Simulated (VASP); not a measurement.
A run of VASP 6.6.1 is set up as follows.

INCAR

```
  PREC = Accurate
  ENCUT = 520
  EDIFF = 1E-8
  ISMEAR = -1
  SIGMA = 0.02
  LREAL = Auto
  LASPH = True
  NELM = 100
  ALGO = Normal
  ISIF = 2
  LWAVE = False
  LCHARG = False
  GGA = PE
  LEFG = True
  NBANDS = 82
```

The input KPOINTS:

```
regular mesh
0
Gamma
  3 3 3
```

POSCAR

```
SiO2
1.0
    7.0342219912      0.0000000000      0.0000000000
    0.0000000000      7.0342219912      0.0000000000
    0.0000000000      0.0000000000      7.0342219912
Si O
8 16
Direct
    0.9771259885      0.5228740115      0.4771259885
    0.5228740115      0.4771259885      0.9771259885
    0.4771259885      0.9771259885      0.5228740115
    0.0228740115      0.0228740115      0.0228740115
    0.7141775776      0.7858224224      0.2141775776
    0.7858224224      0.2141775776      0.7141775776
    0.2141775776      0.7141775776      0.7858224224
    0.2858224224      0.2858224224      0.2858224224
    0.8607175071      0.3328254486      0.5326132099
    0.3607175071      0.1671745514      0.4673867901
    0.1392824929      0.8328254486      0.9673867901
    0.1671745514      0.4673867901      0.3607175071
    0.9673867901      0.1392824929      0.8328254486
    0.4673867901      0.3607175071      0.1671745514
    0.3328254486      0.5326132099      0.8607175071
    0.5326132099      0.8607175071      0.3328254486
    0.1541929604      0.1541929604      0.1541929604
    0.3458070396      0.8458070396      0.6541929604
    0.6541929604      0.3458070396      0.8458070396
    0.8458070396      0.6541929604      0.3458070396
    0.6392824929      0.6671745514      0.0326132099
    0.0326132099      0.6392824929      0.6671745514
    0.6671745514      0.0326132099      0.6392824929
    0.8328254486      0.9673867901      0.1392824929
```

Potentials or basis: VASP PAW PBE potentials, release 64 (Si, O).

Command:

```sh
$ cat potpaw_PBE.64/Si/POTCAR potpaw_PBE.64/O/POTCAR > POTCAR
$ mpirun -np 1 vasp_std > vasp.out
```

(1) What does it give for the largest force?

(2) Estimate the pressure.

(3) What does it give for the band gap on the k mesh?

Answers

(1) 0.227 eV/Å.

(2) 4.7 GPa.

(3) 5.87 eV (least direct gap 5.88 eV).

Caveat: the cell stands under pressure; without QUAD_EFG the Cq values of the log hold for a quadrupole moment of 1 mb, not for the nuclei.
